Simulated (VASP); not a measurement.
LaSi2Rh3, 6 atoms in the cell. Symmetry: P6/mmm, No. 191, hexagonal system. The conventional cell has a = 5.620 Å, b = 5.620 Å, c = 3.645 Å, α = 90.00°, β = 90.00°, γ = 120.00°. Within 4.3 Å of La (site symmetry 6/mmm) lie 6 Si at 3.24 Å and 12 Rh at 3.35 Å and 2 La at 3.65 Å. Si (site symmetry -6m2) has 6 Rh at 2.44 Å within 3.2 Å. Within 3.2 Å of Rh (site symmetry mmm) lie 4 Si at 2.44 Å and 4 Rh at 2.81 Å. 

- Program: VASP 6.6.1
- Task: single point
- Functional: PBEsol
- Dispersion: D4
- Potentials or basis: VASP PAW PBE potentials, release 64 (La, Si, Rh_pv)
- Cutoff: 520 eV
- k mesh: 5 × 5 × 6
- Occupations: methfessel-paxton, width 0.2 eV
- Spin: no spin polarisation
- Dipole correction: no
- Further INCAR settings: ALGO = Normal; EDIFF = 1e-07; NBANDS = 41

Potentials or basis: VASP PAW PBE potentials, release 64 (La, Si, Rh_pv).

The run is started by

```sh
$ cat potpaw_PBE.64/La/POTCAR potpaw_PBE.64/Si/POTCAR potpaw_PBE.64/Rh_pv/POTCAR > POTCAR
$ mpirun -np 1 vasp_std > vasp.out
```

Hardware: 1 thread of AMD EPYC 7R13, on a shared host.

Estimate the wall time of this run.

It took 3.4 min on 1 thread of AMD EPYC 7R13, on a shared host, peak memory 0.24 GiB. Counts: scf iterations 17, k points 20.
